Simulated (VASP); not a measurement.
# TiGe2W4 (P-4m2) in VASP: notebook

The runs below take TiGe2W4 through single point, with PBE.

Program: VASP 6.6.1. These are calculated values, not measurements. Logs are shortened: lines on timing, memory, paths and dates and some standing lists are left out, and cuts for length are marked.

### 1 The cell of the first run

It takes space group P-4m2 (No. 115, tetragonal). The conventional cell has a = 3.727 Å, b = 3.727 Å, c = 8.678 Å, α = 90.00°, β = 90.00°, γ = 90.00°. Within 3.8 Å of Ti (site symmetry -4m2) lie 4 Ge at 2.79 Å and 4 W at 2.83 Å and 4 Ti at 3.73 Å. Within 3.5 Å of Ge (site symmetry 2mm) lie 8 W at 2.64 to 2.93 Å and 2 Ti at 2.79 Å. W (site symmetry 2mm) has 4 Ge at 2.64 Å and 2 Ti at 2.83 Å and 4 W at 2.89 Å within 3.5 Å. Within 3.5 Å of W (site symmetry -4m2) lie 8 W at 2.64 to 2.89 Å and 4 Ge at 2.93 Å. W (site symmetry -4m2) has 8 W at 2.64 to 2.89 Å and 4 Ge at 2.93 Å within 3.5 Å.

The cell was built from a structure type or drawn by symmetry, and may not be a known phase.

### 2 Single point, PBE

Contents of INCAR:

```
PREC = Accurate
ENCUT = 520
EDIFF = 1E-6
ISMEAR = 0
SIGMA = 0.2
LREAL = False
LASPH = True
NELM = 60
ALGO = Normal
ISIF = 2
LWAVE = False
LCHARG = False
GGA = PE
NBANDS = 57
```

Contents of KPOINTS:

```
regular mesh
0
Gamma
  5 5 2
```

Contents of POSCAR:

```
TiGe2W4
1.0
    3.7265796047      0.0000000000      0.0000000000
    0.0000000000      3.7265796047      0.0000000000
    0.0000000000      0.0000000000      8.6778462616
Ti Ge W
1 2 4
Direct
    0.5000000000      0.5000000000      0.0000000000
    0.5000000000      0.0000000000      0.7604018011
    0.0000000000      0.5000000000      0.2395981989
    0.5000000000      0.0000000000      0.2459352169
    0.0000000000      0.5000000000      0.7540647831
    0.5000000000      0.5000000000      0.5000000000
    0.0000000000      0.0000000000      0.5000000000
```

Potentials or basis: VASP PAW PBE potentials, release 64 (Ti_sv, Ge_d, W_sv).

Launch:

```sh
$ cat potpaw_PBE.64/Ti_sv/POTCAR potpaw_PBE.64/Ge_d/POTCAR potpaw_PBE.64/W_sv/POTCAR > POTCAR
$ mpirun -np 1 vasp_std > vasp.out
```

OUTCAR:

```text
PREC = Accurate
   ENCUT = 520
   EDIFF = 1E-6
   ISMEAR = 0
   LREAL = False
   LASPH = True
   NELM = 60
   ISIF = 2
   GGA = PE

 ion  position               nearest neighbor table
   1  0.500  0.500  0.000-   2 2.79   3 2.79   2 2.79   3 2.79   4 2.83   4 2.83   5 2.83   5 2.83

   2  0.500  0.000  0.760-   5 2.64   5 2.64   5 2.64   5 2.64   1 2.79   1 2.79   6 2.93   6 2.93
                             7 2.93   7 2.93
   3  0.000  0.500  0.240-   4 2.64   4 2.64   4 2.64   4 2.64   1 2.79   1 2.79   7 2.93   6 2.93
                             6 2.93   7 2.93
   4  0.500  0.000  0.246-   3 2.64   3 2.64   3 2.64   3 2.64   1 2.83   1 2.83   6 2.89   6 2.89
                             7 2.89   7 2.89
   5  0.000  0.500  0.754-   2 2.64   2 2.64   2 2.64   2 2.64   1 2.83   1 2.83   7 2.89   6 2.89
                             6 2.89   7 2.89
   6  0.500  0.500  0.500-   7 2.64   7 2.64   7 2.64   7 2.64   5 2.89   5 2.89   4 2.89   4 2.89
                             3 2.93   2 2.93   3 2.93   2 2.93
   7  0.000  0.000  0.500-   6 2.64   6 2.64   6 2.64   6 2.64   5 2.89   4 2.89   4 2.89   5 2.89
                             2 2.93   3 2.93   3 2.93   2 2.93

  LATTYP: Found a simple tetragonal cell.
 ALAT       =     3.7265796047
 C/A-ratio  =     2.3286356880

  Lattice vectors:

 A1 = (   3.7265796047,   0.0000000000,   0.0000000000)
 A2 = (   0.0000000000,   3.7265796047,   0.0000000000)
 A3 = (   0.0000000000,   0.0000000000,   8.6778462616)

Analysis of symmetry for initial positions (statically):
=====================================================================
 Subroutine PRICEL returns:
 Original cell was already a primitive cell.

 Routine SETGRP: Setting up the symmetry group for a
 simple tetragonal supercell.

 Subroutine GETGRP returns: Found  8 space group operations
 (whereof  8 operations were pure point group operations)
 out of a pool of 16 trial point group operations.

The static configuration has the point symmetry D_2d.

Analysis of symmetry for dynamics (positions and initial velocities):
=====================================================================
 Subroutine PRICEL returns:
 Original cell was already a primitive cell.

 Routine SETGRP: Setting up the symmetry group for a
 simple tetragonal supercell.

 Subroutine GETGRP returns: Found  8 space group operations
 (whereof  8 operations were pure point group operations)
 out of a pool of 16 trial point group operations.

The dynamic configuration has the point symmetry D_2d.

 Subroutine INISYM returns: Found  8 space group operations
 (whereof  8 operations are pure point group operations),
 and found     1 'primitive' translations

----------------------------------------------------------------------------------------

                                     Primitive cell

  volume of cell :     120.5127

  direct lattice vectors                    reciprocal lattice vectors
     3.726579605  0.000000000  0.000000000     0.268342584  0.000000000  0.000000000
     0.000000000  3.726579605  0.000000000     0.000000000  0.268342584  0.000000000
     0.000000000  0.000000000  8.677846262     0.000000000  0.000000000  0.115235966

  length of vectors
     3.726579605  3.726579605  8.677846262     0.268342584  0.268342584  0.115235966

  position of ions in fractional coordinates (direct lattice)
     0.500000000  0.500000000  0.000000000
     0.500000000  0.000000000  0.760401801
     0.000000000  0.500000000  0.239598199
     0.500000000  0.000000000  0.245935217
     0.000000000  0.500000000  0.754064783
     0.500000000  0.500000000  0.500000000
     0.000000000  0.000000000  0.500000000

  ion indices of the primitive-cell ions
   primitive index   ion index
                 1           1
                 2           2
                 3           3
                 4           4
                 5           5
                 6           6
                 7           7

----------------------------------------------------------------------------------------

 KPOINTS: regular mesh

Automatic generation of k-mesh.
 Grid dimensions read from file:
 generate k-points for:    5    5    2

 Generating k-lattice:

  Cartesian coordinates                     Fractional coordinates (reciprocal lattice)
     0.053668517  0.000000000  0.000000000     0.200000000  0.000000000  0.000000000
     0.000000000  0.053668517  0.000000000     0.000000000  0.200000000  0.000000000
     0.000000000  0.000000000  0.057617983     0.000000000  0.000000000  0.500000000

  Length of vectors
     0.053668517  0.053668517  0.057617983

  Shift w.r.t. Gamma in fractional coordinates (k-lattice)
     0.000000000  0.000000000  0.000000000

 Subroutine IBZKPT returns following result:
 ===========================================

 Found     12 irreducible k-points:

 Following reciprocal coordinates:
            Coordinates               Weight
  0.000000  0.000000  0.000000      1.000000
  0.200000  0.000000  0.000000      4.000000
  0.400000  0.000000  0.000000      4.000000
  0.200000  0.200000  0.000000      4.000000
  0.400000  0.200000  0.000000      8.000000
  0.400000  0.400000  0.000000      4.000000
  0.000000  0.000000  0.500000      1.000000
  0.200000  0.000000  0.500000      4.000000
  0.400000  0.000000  0.500000      4.000000
  0.200000  0.200000  0.500000      4.000000
  0.400000  0.200000  0.500000      8.000000
  0.400000  0.400000  0.500000      4.000000
   k-points           NKPTS =     12   k-points in BZ     NKDIM =     12   number of bands    NBANDS=     57
   number of dos      NEDOS =    301   number of ions     NIONS =      7
   total plane-waves  NPLWV =  54880
   dimension x,y,z NGX =    28 NGY =   28 NGZ =   70
   dimension x,y,z NGXF=    56 NGYF=   56 NGZF=  140
   ions per type =               1   2   4
   NGX,Y,Z   is equivalent  to a cutoff of  12.49, 12.49, 13.41 a.u.
   NGXF,Y,Z  is equivalent  to a cutoff of  24.98, 24.98, 26.82 a.u.
 SYSTEM =  unknown system
   PREC   = accura    normal or accurate (medium, high low for compatibility)
   ISTART =      0    job   : 0-new  1-cont  2-samecut
   ICHARG =      2    charge: 1-file 2-atom 10-const
   ISPIN  =      1    spin polarized calculation?
   LNONCOLLINEAR =      F non collinear calculations
   LSORBIT =      F    spin-orbit coupling
   LASPH  =      T    aspherical Exc in radial PAW
   ENCUT  =  520.0 eV  38.22 Ry    6.18 a.u.   6.93  6.93 16.14*2*pi/ulx,y,z
   NELM   =     60;   NELMIN=  2; NELMDL= -5     # of ELM steps
   EDIFF  = 0.1E-05   stopping-criterion for ELM
   LREAL  =      F    real-space projection
   EDIFFG = 0.1E-04   stopping-criterion for IOM
   NSW    =      0    number of steps for IOM
   IBRION =     -1    ionic relax: 0-MD 1-quasi-New 2-CG
   NFREE  =      0    steps in history (QN), initial steepest desc. (CG)
   ISIF   =      2    stress and relaxation
   ISYM   =      2    0-nonsym 1-usesym 2-fastsym
   POTIM  = 0.5000    time-step for ionic-motion
   TEBEG  =    0.0;   TEEND  =   0.0 temperature during run
   PSTRESS=    0.0 pullay stress
   NELECT =      96.0000    total number of electrons
   NUPDOWN=      -1.0000    fix difference up-down
   EMIN   =  10.00;   EMAX   =-10.00  energy-range for DOS
   EFERMI =   0.00;   METHOD = LEGACY
   ISMEAR =     0;   SIGMA  =   0.20  broadening in eV -4-tet -1-fermi 0-gaus
   EFERMI_NEDOS =   21; number of points for ismear=-14 and -15
   IALGO  =     38    algorithm
   IMIX   =      4    mixing-type and parameters
     AMIX     =   0.40;   BMIX     =  1.00
     AMIX_MAG =   1.60;   BMIX_MAG =  1.00
  volume/ion in A,a.u.               =      17.22       116.18
  Fermi-wavevector in a.u.,A,eV,Ry     =   1.517590  2.867828 31.335278  2.303078
  Thomas-Fermi vector in A             =   2.626824
   LORBIT       =      0    0 simple, 1 ext, 2 COOP (PROOUT), +10 PAW based schemes
   GGA     = PE    functional components
   LHFCALC =     F    Hartree Fock is set to
   AEXX    =    0.0000 exact exchange contribution
   IVDW    =     0    specifies the selected vdW correction
   LEPSILON=     F    determine dielectric tensor
   LRPA    =     F    only Hartree local field effects (RPA)
 non-spin polarized calculation
 Gauss-broadening in eV      SIGMA  =   0.20
  energy-cutoff  :      520.00
  volume of cell :      120.51
 maximum number of plane-waves:      3262
 NGX is ok and might be reduce to    28
   NGX = 13   NGY = 13   NGZ = 33

 number of electron      95.9999973 magnetization

 Free energy of the ion-electron system (eV)
  ---------------------------------------------------
  ext. energy  EPLUGINS =         0.00000000
  ---------------------------------------------------
  free energy    TOTEN  =       -66.08036261 eV

  energy without entropy =      -65.96475879  energy(sigma->0) =      -66.02256070

 E-fermi :   9.2113     XC(G=0): -12.3994

 val. band max:        9.2100987765   @ k =   0.2000   0.2000   0.5000
 cond. band min:       9.2253342939   @ k =   0.4000   0.0000   0.5000
 fundamental gap:      0.0152355174
 Fermi energy:         9.2113382267

 k-point     1 :       0.0000    0.0000    0.0000
  band No.  band energies     occupation
      1     -64.8615      2.00000
      2     -64.7651      2.00000
      3     -64.7571      2.00000
      4     -64.6100      2.00000
      5     -47.8601      2.00000
      6     -29.5714      2.00000
[... 49 lines left out ...]
     56      11.8782      0.00000
     57      12.2278      0.00000

 k-point     2 :       0.2000    0.0000    0.0000
  band No.  band energies     occupation
      1     -64.8471      2.00000
      2     -64.7649      2.00000
      3     -64.7576      2.00000
      4     -64.6235      2.00000
      5     -47.8595      2.00000
      6     -29.4943      2.00000
[... 49 lines left out ...]
     56      11.8639      0.00000
     57      11.9108      0.00000
[... 538 lines left out ...]
     56      11.4229      0.00000
     57      12.0103      0.00000

 k-point    12 :       0.4000    0.4000    0.5000
  band No.  band energies     occupation
      1     -64.8075      2.00000
      2     -64.7637      2.00000
      3     -64.7629      2.00000
      4     -64.6550      2.00000
      5     -47.8574      2.00000
      6     -29.7363      2.00000
[... 49 lines left out ...]
     56      11.3405      0.00000
     57      11.6121      0.00000

------------------------ aborting loop because EDIFF is reached ----------------------------------------

  FORCE on cell =-STRESS in cart. coord.  units (eV):
  Direction    XX          YY          ZZ          XY          YZ          ZX
  --------------------------------------------------------------------------------------
  -------------------------------------------------------------------------------------
  Total        0.1068806      0.1068806     -0.1212223      0.0000000      0.0000000     -0.0000000
  in kB        1.4209437      1.4209437     -1.6116116      0.0000000      0.0000000     -0.0000000
  external PRESSURE =       0.4100919 kB  Pullay stress =       0.0000000 kB

 VOLUME and BASIS-vectors are now :
 -----------------------------------------------------------------------------
  energy-cutoff  :      520.00
  volume of cell :      120.51
      direct lattice vectors                 reciprocal lattice vectors
     3.726579605  0.000000000  0.000000000     0.268342584  0.000000000  0.000000000
     0.000000000  3.726579605  0.000000000     0.000000000  0.268342584  0.000000000
     0.000000000  0.000000000  8.677846262     0.000000000  0.000000000  0.115235966

 POSITION                                       TOTAL-FORCE (eV/Angst)
 -----------------------------------------------------------------------------------
      1.86329      1.86329      0.00000         0.000000      0.000000     -0.000000
      1.86329      0.00000      6.59865        -0.000000     -0.000000      0.022454
      0.00000      1.86329      2.07920         0.000000     -0.000000     -0.022454
      1.86329      0.00000      2.13419         0.000000     -0.000000     -0.046413
      0.00000      1.86329      6.54366         0.000000     -0.000000      0.046413
      1.86329      1.86329      4.33892         0.000000     -0.000000     -0.000000
      0.00000      0.00000      4.33892         0.000000     -0.000000     -0.000000
 -----------------------------------------------------------------------------------
    total drift:                                0.000000      0.000000      0.000000

  FREE ENERGIE OF THE ION-ELECTRON SYSTEM (eV)
  ---------------------------------------------------
  free  energy   TOTEN  =       -66.0803626052 eV

  energy  without entropy=      -65.9647587950  energy(sigma->0) =      -66.02256070
```

Run time: 55 s. Hardware: 1 thread of Intel Xeon 6975P-C (Granite Rapids), shared host; peak memory 0.25 GiB.

What came out:

- Free energy: -66.0804 eV
- Pressure: 0.0 GPa
- Largest force: 0.046 eV/Å
- Band gap on the k mesh: zero (bands 48 and 49 overlap by 0.37 eV)

Forces in eV/Å, atoms in the order of the input:
```
Ti   0.000  0.000  0.000
Ge   0.000  0.000  0.022
Ge   0.000  0.000 -0.022
W    0.000  0.000 -0.046
W    0.000  0.000  0.046
W    0.000  0.000  0.000
W    0.000  0.000  0.000
```

Stress tensor (GPa, compression positive):
```
 0.14  0.00  0.00
 0.00  0.14  0.00
 0.00  0.00 -0.16
```

Levels at points of the mesh, in eV from the Fermi level:
```csv
k point,band 45,band 46,band 47,band 48,band 49,band 50,band 51,band 52
"(0.00, 0.00, 0.00)",-0.66,-0.66,-0.36,-0.30,-0.27,-0.05,-0.05,0.81
"(0.00, 0.00, 0.50)",-0.87,-0.53,-0.38,-0.38,-0.09,-0.09,-0.07,0.88
```

Caveat: the k points lie up to 0.36 Å⁻¹ apart; spin-orbit coupling is left out, which moves the levels of the heavy elements.

### 3 Single point, PBE

Contents of INCAR:

```
ALGO = Fast
EDIFF = 1E-6
ENCUT = 520
GGA = PE
ISIF = 2
ISMEAR = 0
LASPH = T
LCHARG = F
LREAL = F
LWAVE = F
NBANDS = 57
NELM = 60
PREC = Accurate
SIGMA = 0.1
```

Contents of KPOINTS:

```
k-points
0
Gamma
  8 8 4
```

Contents of POSCAR:

```
TiGe2W4
1.0
    3.7353198991      0.0000000000      0.0000000000
    0.0000000000      3.7353198991      0.0000000000
    0.0000000000      0.0000000000      8.6227983401
Ti Ge W
1 2 4
Direct
    0.5000000000      0.5000000000      0.0000000000
    0.5000000000      0.0000000000      0.7605450222
    0.0000000000      0.5000000000      0.2394549778
    0.5000000000      0.0000000000      0.2461412097
    0.0000000000      0.5000000000      0.7538587903
    0.5000000000      0.5000000000      0.5000000000
    0.0000000000      0.0000000000      0.5000000000
```

Potentials or basis: VASP PAW PBE potentials, release 64 (Ti_sv, Ge_d, W_sv).

Launch:

```sh
$ cat potpaw_PBE.64/Ti_sv/POTCAR potpaw_PBE.64/Ge_d/POTCAR potpaw_PBE.64/W_sv/POTCAR > POTCAR
$ mpirun -np 1 vasp_std > vasp.out
```

Wall time 9.1 min (1 thread of Intel Xeon 6975P-C (Granite Rapids), shared host); peak memory 0.4 GiB.

The run converged. Its results:

```yaml
Free_energy: -66.0083 eV
Pressure: 0.3 GPa
Largest_force: 0.020 eV/Å
Band_gap_on_the_k_mesh: zero (bands 48 and 49 overlap by 0.45 eV)
```

Forces in eV/Å, atoms in the order of the input:
```
Ti   0.000  0.000  0.000
Ge   0.000  0.000  0.017
Ge   0.000  0.000 -0.017
W    0.000  0.000 -0.020
W    0.000  0.000  0.020
W    0.000  0.000  0.000
W    0.000  0.000  0.000
```

Stress tensor (GPa, compression positive):
```
0.42 0.00 0.00
0.00 0.42 0.00
0.00 0.00 0.20
```

Levels at points of the mesh, in eV from the Fermi level:
| k point | band 44 | band 45 | band 46 | band 47 | band 48 | band 49 | band 50 | band 51 | band 52 | band 53 |
| --- | --- | --- | --- | --- | --- | --- | --- | --- | --- | --- |
| (0.00, 0.00, 0.00) | -0.99 | -0.65 | -0.65 | -0.33 | -0.23 | -0.19 | -0.04 | -0.04 | 0.88 | 1.29 |
| (0.50, 0.00, 0.00) | -0.95 | -0.76 | -0.72 | -0.33 | 0.00 | 0.31 | 0.32 | 0.73 | 0.78 | 1.01 |
| (0.50, 0.50, 0.00) | -2.13 | -1.44 | -1.11 | 0.26 | 0.26 | 0.53 | 0.53 | 0.95 | 0.95 | 1.17 |
| (0.00, 0.00, 0.50) | -0.93 | -0.77 | -0.51 | -0.36 | -0.36 | -0.07 | -0.07 | -0.02 | 0.99 | 1.74 |
| (0.50, 0.00, 0.50) | -0.92 | -0.90 | -0.84 | -0.18 | -0.06 | 0.30 | 0.32 | 0.32 | 0.96 | 1.07 |
| (0.50, 0.50, 0.50) | -1.83 | -1.50 | -1.09 | -0.11 | -0.11 | 0.75 | 0.75 | 0.90 | 0.93 | 0.93 |

Caveat: spin-orbit coupling is left out, which moves the levels of the heavy elements.
